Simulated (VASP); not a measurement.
Set up this calculation in VASP 6.6.1, as the native input.

```yaml
Task: single point
Functional: PBE
Potentials_or_basis: VASP PAW PBE potentials, release 64 (Ti_sv, Se)
Cutoff: 520 eV
k_mesh: 4 × 4 × 4
Occupations: gaussian, width 0.1 eV
Spin: collinear spin, ferromagnetic start
Starting_moments: "[1.0, 1.0, 1.0, 0.0] μB"
Dipole_correction: no
Further_INCAR_settings: ALGO = Normal; EDIFF = 1e-06; NBANDS = 33
```

The structure of Ti3Se lies in POSCAR:

```
Ti3Se
1.0
    0.0000000000      3.1909792735      3.1909792735
    3.1909792735      0.0000000000      3.1909792735
    3.1909792735      3.1909792735      0.0000000000
Ti Se
3 1
Direct
    0.2500000000      0.2500000000      0.2500000000
    0.5000000000      0.5000000000      0.5000000000
    0.7500000000      0.7500000000      0.7500000000
    0.0000000000      0.0000000000      0.0000000000
```

These files were run (other wordings do the same):

INCAR

```
SYSTEM = Ti3Se
ALGO = Normal
EDIFF = 1E-6
ENCUT = 520
GGA = PE
ISIF = 2
ISMEAR = 0
ISPIN = 2
LASPH = .True.
LCHARG = .False.
LMAXMIX = 4
LORBIT = 11
LREAL = .False.
LWAVE = .False.
MAGMOM = 1 1 1 0
NBANDS = 33
NELM = 150
PREC = Accurate
SIGMA = 0.1
```

KPOINTS

```
k-points
0
Gamma
  4 4 4
  0 0 0
```

Potentials or basis: VASP PAW PBE potentials, release 64 (Ti_sv, Se).

The run is started by

```sh
$ cat potpaw_PBE.64/Ti_sv/POTCAR potpaw_PBE.64/Se/POTCAR > POTCAR
$ mpirun -np 1 vasp_std > vasp.out
```

It gave:

```yaml
Pressure: -0.1 GPa
Net_moment: 0.57 μB per cell
Site_moments: Ti +0.09, +0.25; Se -0.00 μB
Valence_electrons_inside_the_program's_atomic_spheres: Ti 10.33, 10.44; Se 3.80
```

Caveat: the k points lie up to 0.43 Å⁻¹ apart.

Run time: 44 s on 1 thread of Intel(R) Xeon(R) Platinum 8488C (Sapphire Rapids), with other jobs on the host, peak memory 0.24 GiB.
